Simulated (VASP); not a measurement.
# MgO (Fm-3m) in VASP: further runs

Runs on MgO. Level: PBE. Tasks: single point, relaxation of cell and atoms.

Everything below comes from runs of VASP 6.6.1. Logs are shortened: lines on timing, memory, paths and dates and some standing lists are left out, and cuts for length are marked.

## 1. The cell of the first run

The structure is cubic, space group Fm-3m (No. 225). The conventional cell has a = 4.254 Å, b = 4.254 Å, c = 4.254 Å, α = 90.00°, β = 90.00°, γ = 90.00°. Within 2.8 Å of Mg (site symmetry m-3m) lie 6 O at 2.13 Å. O (site symmetry m-3m) has 6 Mg at 2.13 Å within 2.8 Å.

## 2. Single point, PBE

INCAR reads:

```
  PREC = Accurate
  ENCUT = 600
  EDIFF = 1E-6
  ISMEAR = 0
  SIGMA = 0.02
  LREAL = False
  LASPH = True
  NELM = 120
  ALGO = Normal
  ISIF = 2
  LWAVE = False
  LCHARG = False
  GGA = PE
  NBANDS = 11
  GGA_COMPAT = False
```

KPOINTS reads:

```
Automatic mesh
0
Gamma
  10 10 10
```

POSCAR reads:

```
MgO
1.0
    0.0000000000      2.1269094260      2.1269094260
    2.1269094260      0.0000000000      2.1269094260
    2.1269094260      2.1269094260      0.0000000000
Mg O
1 1
Direct
    0.0000000000      0.0000000000      0.0000000000
    0.5000000000      0.5000000000      0.5000000000
```

Potentials or basis: VASP PAW PBE potentials, release 64 (Mg, O).

Command:

```sh
cat potpaw_PBE.64/Mg/POTCAR potpaw_PBE.64/O/POTCAR > POTCAR
mpirun -np 1 vasp_std > vasp.out
```

OUTCAR:

```text
PREC = Accurate
   ENCUT = 600
   EDIFF = 1E-6
   ISMEAR = 0
   LREAL = False
   LASPH = True
   NELM = 120
   ISIF = 2
   GGA = PE

 ion  position               nearest neighbor table
   1  0.000  0.000  0.000-   2 2.13   2 2.13   2 2.13   2 2.13   2 2.13   2 2.13
   2  0.500  0.500  0.500-   1 2.13   1 2.13   1 2.13   1 2.13   1 2.13   1 2.13

  LATTYP: Found a face centered cubic cell.
 ALAT       =     4.2538188520

  Lattice vectors:

 A1 = (   0.0000000000,   2.1269094260,   2.1269094260)
 A2 = (   2.1269094260,   0.0000000000,   2.1269094260)
 A3 = (   2.1269094260,   2.1269094260,   0.0000000000)

Analysis of symmetry for initial positions (statically):
=====================================================================
 Subroutine PRICEL returns:
 Original cell was already a primitive cell.

 Routine SETGRP: Setting up the symmetry group for a
 face centered cubic supercell.

 Subroutine GETGRP returns: Found 48 space group operations
 (whereof 48 operations were pure point group operations)
 out of a pool of 48 trial point group operations.

The static configuration has the point symmetry O_h .

Analysis of symmetry for dynamics (positions and initial velocities):
=====================================================================
 Subroutine PRICEL returns:
 Original cell was already a primitive cell.

 Routine SETGRP: Setting up the symmetry group for a
 face centered cubic supercell.

 Subroutine GETGRP returns: Found 48 space group operations
 (whereof 48 operations were pure point group operations)
 out of a pool of 48 trial point group operations.

The dynamic configuration has the point symmetry O_h .

 Subroutine INISYM returns: Found 48 space group operations
 (whereof 48 operations are pure point group operations),
 and found     1 'primitive' translations

----------------------------------------------------------------------------------------

                                     Primitive cell

  volume of cell :      19.2432

  direct lattice vectors                    reciprocal lattice vectors
     0.000000000  2.126909426  2.126909426    -0.235082883  0.235082883  0.235082883
     2.126909426  0.000000000  2.126909426     0.235082883 -0.235082883  0.235082883
     2.126909426  2.126909426  0.000000000     0.235082883  0.235082883 -0.235082883

  length of vectors
     3.007904156  3.007904156  3.007904156     0.407175498  0.407175498  0.407175498

  position of ions in fractional coordinates (direct lattice)
     0.000000000  0.000000000  0.000000000
     0.500000000  0.500000000  0.500000000

  ion indices of the primitive-cell ions
   primitive index   ion index
                 1           1
                 2           2

[... 84 lines left out ...]
   EMIN   =  10.00;   EMAX   =-10.00  energy-range for DOS
   EFERMI =   0.00;   METHOD = LEGACY
   ISMEAR =     0;   SIGMA  =   0.02  broadening in eV -4-tet -1-fermi 0-gaus
   EFERMI_NEDOS =   21; number of points for ismear=-14 and -15
   IALGO  =     38    algorithm
   IMIX   =      4    mixing-type and parameters
     AMIX     =   0.40;   BMIX     =  1.00
     AMIX_MAG =   1.60;   BMIX_MAG =  1.00
  volume/ion in A,a.u.               =       9.62        64.93
  Fermi-wavevector in a.u.,A,eV,Ry     =   1.221835  2.308933 20.311870  1.492880
  Thomas-Fermi vector in A             =   2.357003
   LORBIT       =      0    0 simple, 1 ext, 2 COOP (PROOUT), +10 PAW based schemes
   GGA     = PE    functional components
   LHFCALC =     F    Hartree Fock is set to
   AEXX    =    0.0000 exact exchange contribution
   IVDW    =     0    specifies the selected vdW correction
   LEPSILON=     F    determine dielectric tensor
   LRPA    =     F    only Hartree local field effects (RPA)
 non-spin polarized calculation
 Gauss-broadening in eV      SIGMA  =   0.02
  energy-cutoff  :      600.00
  volume of cell :       19.24
 maximum number of plane-waves:       656
   NGX = 13   NGY = 13   NGZ = 13

 number of electron       8.0000004 magnetization

 Free energy of the ion-electron system (eV)
  ---------------------------------------------------
  ext. energy  EPLUGINS =         0.00000000
  ---------------------------------------------------
  free energy    TOTEN  =       -11.91482500 eV

  energy without entropy =      -11.91482500  energy(sigma->0) =      -11.91482500

 E-fermi :   3.1827     XC(G=0): -10.9393

 val. band max:        2.9665520139   @ k =   0.0000   0.0000   0.0000
 cond. band min:       7.4111333262   @ k =   0.0000   0.0000   0.0000
 fundamental gap:      4.4445813122
 Fermi energy:         3.1826973513

 k-point     1 :       0.0000    0.0000    0.0000
  band No.  band energies     occupation
      1     -14.1471      2.00000
      2       2.9666      2.00000
      3       2.9666      2.00000
      4       2.9666      2.00000
      5       7.4111      0.00000
      6      18.6002      0.00000
      7      18.6002      0.00000
      8      18.6002      0.00000
      9      22.4377      0.00000
     10      24.1801      0.00000
     11      24.1801      0.00000
[... 309 lines left out ...]
 k-point    24 :       0.4000    0.3000    0.0000
  band No.  band energies     occupation
      1     -12.9762      2.00000
      2      -0.5128      2.00000
      3       1.7062      2.00000
      4       1.9177      2.00000
      5      12.2504      0.00000
      6      13.0512      0.00000
      7      16.2563      0.00000
      8      20.7583      0.00000
      9      20.9596      0.00000
     10      27.4918      0.00000
     11      29.3547      0.00000

 [... further k-points ...]

------------------------ aborting loop because EDIFF is reached ----------------------------------------

  FORCE on cell =-STRESS in cart. coord.  units (eV):
  Direction    XX          YY          ZZ          XY          YZ          ZX
  --------------------------------------------------------------------------------------
  -------------------------------------------------------------------------------------
  Total       -0.1240648     -0.1240648     -0.1240648      0.0000000      0.0000000     -0.0000000
  in kB      -10.3295705    -10.3295705    -10.3295705      0.0000000      0.0000000     -0.0000000
  external PRESSURE =     -10.3295705 kB  Pullay stress =       0.0000000 kB

 VOLUME and BASIS-vectors are now :
 -----------------------------------------------------------------------------
  energy-cutoff  :      600.00
  volume of cell :       19.24
      direct lattice vectors                 reciprocal lattice vectors
     0.000000000  2.126909426  2.126909426    -0.235082883  0.235082883  0.235082883
     2.126909426  0.000000000  2.126909426     0.235082883 -0.235082883  0.235082883
     2.126909426  2.126909426  0.000000000     0.235082883  0.235082883 -0.235082883

 POSITION                                       TOTAL-FORCE (eV/Angst)
 -----------------------------------------------------------------------------------
      0.00000      0.00000      0.00000         0.000000      0.000000      0.000000
      2.12691      2.12691      2.12691        -0.000000     -0.000000     -0.000000
 -----------------------------------------------------------------------------------
    total drift:                               -0.000000     -0.000000      0.000000

  FREE ENERGIE OF THE ION-ELECTRON SYSTEM (eV)
  ---------------------------------------------------
  free  energy   TOTEN  =       -11.9148249980 eV

  energy  without entropy=      -11.9148249980  energy(sigma->0) =      -11.91482500
```

Wall time 11 s (1 thread of Intel Xeon 8259CL, shared host); peak memory 0.14 GiB.

Results:

* Free energy: -11.9148 eV
* Pressure: -1.0 GPa
* Band gap on the k mesh: 4.44 eV

## 3. Relaxation of cell and atoms, PBE

This run uses another cell than the first one, of 9.22 Å³/atom.

INCAR reads:

```
SYSTEM = MgO
PREC = Accurate ; ENCUT = 600
EDIFF = 1E-7 ; ISMEAR = 0
SIGMA = 0.02 ; LREAL = .FALSE.
LASPH = .TRUE. ; NELM = 120
ALGO = Normal ; ISIF = 3
LWAVE = .FALSE. ; LCHARG = .FALSE.
GGA = PE ; IBRION = 2
NSW = 100 ; EDIFFG = -0.002
GGA_COMPAT = .FALSE. ; NELMIN = 4
```

KPOINTS reads:

```
regular mesh
0
G
  10 10 10
  0 0 0
```

POSCAR reads:

```
MgO
1.0
    0.0000000000      2.0970013900      2.0970013900
    2.0970013900      0.0000000000      2.0970013900
    2.0970013900      2.0970013900      0.0000000000
Mg O
1 1
Direct
    0.0000000000      0.0000000000      0.0000000000
    0.5000000000      0.5000000000      0.5000000000
```

Potentials or basis: VASP PAW PBE potentials, release 64 (Mg, O).

Command:

```sh
cat potpaw_PBE.64/Mg/POTCAR potpaw_PBE.64/O/POTCAR > POTCAR
mpirun -np 1 vasp_std > vasp.out
```

OUTCAR:

```text
SYSTEM = MgO
   PREC = Accurate
   ENCUT = 600
   EDIFF = 1E-7
   ISMEAR = 0
   LREAL = .FALSE.
   LASPH = .TRUE.
   NELM = 120
   ISIF = 3
   GGA = PE
   IBRION = 2
   NSW = 100
   EDIFFG = -0.002
   NELMIN = 4

 ion  position               nearest neighbor table
   1  0.000  0.000  0.000-   2 2.10   2 2.10   2 2.10   2 2.10   2 2.10   2 2.10
   2  0.500  0.500  0.500-   1 2.10   1 2.10   1 2.10   1 2.10   1 2.10   1 2.10

  LATTYP: Found a face centered cubic cell.
 ALAT       =     4.1940027800

  Lattice vectors:

 A1 = (   0.0000000000,   2.0970013900,   2.0970013900)
 A2 = (   2.0970013900,   0.0000000000,   2.0970013900)
 A3 = (   2.0970013900,   2.0970013900,   0.0000000000)

Analysis of symmetry for initial positions (statically):
=====================================================================
 Subroutine PRICEL returns:
 Original cell was already a primitive cell.

 Routine SETGRP: Setting up the symmetry group for a
 face centered cubic supercell.

 Subroutine GETGRP returns: Found 48 space group operations
 (whereof 48 operations were pure point group operations)
 out of a pool of 48 trial point group operations.

The static configuration has the point symmetry O_h .

Analysis of symmetry for dynamics (positions and initial velocities):
=====================================================================
 Subroutine PRICEL returns:
 Original cell was already a primitive cell.

 Routine SETGRP: Setting up the symmetry group for a
 face centered cubic supercell.

 Subroutine GETGRP returns: Found 48 space group operations
 (whereof 48 operations were pure point group operations)
 out of a pool of 48 trial point group operations.

The dynamic configuration has the point symmetry O_h .

 Subroutine INISYM returns: Found 48 space group operations
 (whereof 48 operations are pure point group operations),
 and found     1 'primitive' translations

[... 131 lines left out ...]
   NGX = 11   NGY = 11   NGZ = 11

--------------------------------------- Ionic step        1  -------------------------------------------

 number of electron       8.0000004 magnetization

 Free energy of the ion-electron system (eV)
  ---------------------------------------------------
  ext. energy  EPLUGINS =         0.00000000
  ---------------------------------------------------
  free energy    TOTEN  =       -11.90116221 eV

  energy without entropy =      -11.90116221  energy(sigma->0) =      -11.90116221

------------------------ aborting loop because EDIFF is reached ----------------------------------------

  FORCE on cell =-STRESS in cart. coord.  units (eV):
  Direction    XX          YY          ZZ          XY          YZ          ZX
  --------------------------------------------------------------------------------------
  -------------------------------------------------------------------------------------
  Total        0.6825400      0.6825400      0.6825400      0.0000000      0.0000000      0.0000000
  in kB       59.2942454     59.2942454     59.2942454      0.0000000      0.0000000      0.0000000
  external PRESSURE =      59.2942454 kB  Pullay stress =       0.0000000 kB
[... 59 lines left out ...]
--------------------------------------- Ionic step        3  -------------------------------------------

 number of electron       8.0000004 magnetization

 Free energy of the ion-electron system (eV)
  ---------------------------------------------------
  ext. energy  EPLUGINS =         0.00000000
  ---------------------------------------------------
  free energy    TOTEN  =       -11.91338616 eV

  energy without entropy =      -11.91338616  energy(sigma->0) =      -11.91338616

 E-fermi :   3.1258     XC(G=0): -10.9681

 val. band max:        3.0119869911   @ k =   0.0000   0.0000   0.0000
 cond. band min:       7.5153839883   @ k =   0.0000   0.0000   0.0000
 fundamental gap:      4.5033969972
 Fermi energy:         3.1258331658

 k-point     1 :       0.0000    0.0000    0.0000
  band No.  band energies     occupation
      1     -14.1327      2.00000
      2       3.0120      2.00000
      3       3.0120      2.00000
      4       3.0120      2.00000
      5       7.5154      0.00000
      6      18.6812      0.00000
      7      18.6812      0.00000
      8      18.6812      0.00000
[... 243 lines left out ...]
 k-point    24 :       0.4000    0.3000    0.0000
  band No.  band energies     occupation
      1     -12.9481      2.00000
      2      -0.4872      2.00000
      3       1.7428      2.00000
      4       1.9556      2.00000
      5      12.3575      0.00000
      6      13.1163      0.00000
      7      16.3672      0.00000
      8      20.8847      0.00000

 [... further k-points ...]

------------------------ aborting loop because EDIFF is reached ----------------------------------------

  FORCE on cell =-STRESS in cart. coord.  units (eV):
  Direction    XX          YY          ZZ          XY          YZ          ZX
  --------------------------------------------------------------------------------------
  -------------------------------------------------------------------------------------
  Total        0.0010760      0.0010760      0.0010760      0.0000000      0.0000000      0.0000000
  in kB        0.0901455      0.0901455      0.0901455      0.0000000      0.0000000      0.0000000
  external PRESSURE =       0.0901455 kB  Pullay stress =       0.0000000 kB
[... 17 lines left out ...]
  FREE ENERGIE OF THE ION-ELECTRON SYSTEM (eV)
  ---------------------------------------------------
  free  energy   TOTEN  =       -11.9133861555 eV

  energy  without entropy=      -11.9133861555  energy(sigma->0) =      -11.91338616

 reached required accuracy - stopping structural energy minimisation
```

OSZICAR:

```text
N       E                     dE             d eps       ncg     rms          rms(c)
DAV:   1     0.181879694782E+02    0.18188E+02   -0.52536E+03   840   0.100E+03
DAV:   2    -0.130164341265E+02   -0.31204E+02   -0.30413E+02   904   0.157E+02
DAV:   3    -0.134612949993E+02   -0.44486E+00   -0.44486E+00   960   0.217E+01
[... 22 lines left out ...]
DAV:   3    -0.119134258777E+02    0.95210E-04   -0.57084E-04   832   0.293E-01    0.439E-02
DAV:   4    -0.119133858432E+02    0.40035E-04   -0.49774E-05   792   0.773E-02    0.970E-03
DAV:   5    -0.119133859358E+02   -0.92646E-07   -0.58985E-06   800   0.189E-02    0.222E-03
DAV:   6    -0.119133861356E+02   -0.19976E-06   -0.55547E-08   456   0.260E-03    0.229E-04
DAV:   7    -0.119133861555E+02   -0.19895E-07   -0.31612E-09   408   0.533E-04
   3 F= -.11913386E+02 E0= -.11913386E+02  d E =-.122239E-01
```

Wall time 30 s (1 thread of Intel Xeon 8259CL, shared host); peak memory 0.15 GiB.

Results:

* Free energy: -11.9134 eV
* Relaxed volume: 9.56 Å³/atom
* Relaxed cell: a = 3.002 Å, b = 3.002 Å, c = 3.002 Å, α = 60.00°, β = 60.00°, γ = 60.00°
* Space group after relaxing (to 0.1 Å): Fm-3m (No. 225)
* Energy gained by relaxing: 6.1 meV/atom
* Ionic steps: 3
* Pressure after relaxing: 0.0 GPa
* Band gap on the k mesh: 4.50 eV

Step by step:
| step | energy change (eV) | largest force (eV/Å) | pressure (GPa) | volume (Å³) |
| --- | --- | --- | --- | --- |
| 1 | 0.0000 | 0.0000 | 5.93 | 18.44 |
| 2 | -0.0108 | 0.0000 | -1.87 | 19.37 |
| 3 | -0.0122 | 0.0000 | 0.01 | 19.12 |

Final structure:
```
Mg O
1.0
     0.00000    2.12250    2.12250
     2.12250    0.00000    2.12250
     2.12250    2.12250    0.00000
Mg O
1 1
Cartesian
  0.0000 0.0000 0.0000
  2.1225 2.1225 2.1225
```

Levels at points of the mesh, in eV from the valence-band top:
| k point | band 1 | band 2 | band 3 | band 4 | band 5 | band 6 | band 7 | band 8 |
| --- | --- | --- | --- | --- | --- | --- | --- | --- |
| (0.00, 0.00, 0.00) | -17.14 | 0.00 | 0.00 | 0.00 | 4.50 | 15.67 | 15.67 | 15.67 |
| (0.50, 0.00, 0.00) | -15.92 | -4.51 | -0.63 | -0.63 | 7.75 | 12.34 | 16.07 | 16.07 |
| (0.50, 0.50, 0.00) | -15.67 | -3.99 | -1.32 | -1.32 | 9.09 | 9.72 | 12.85 | 18.62 |
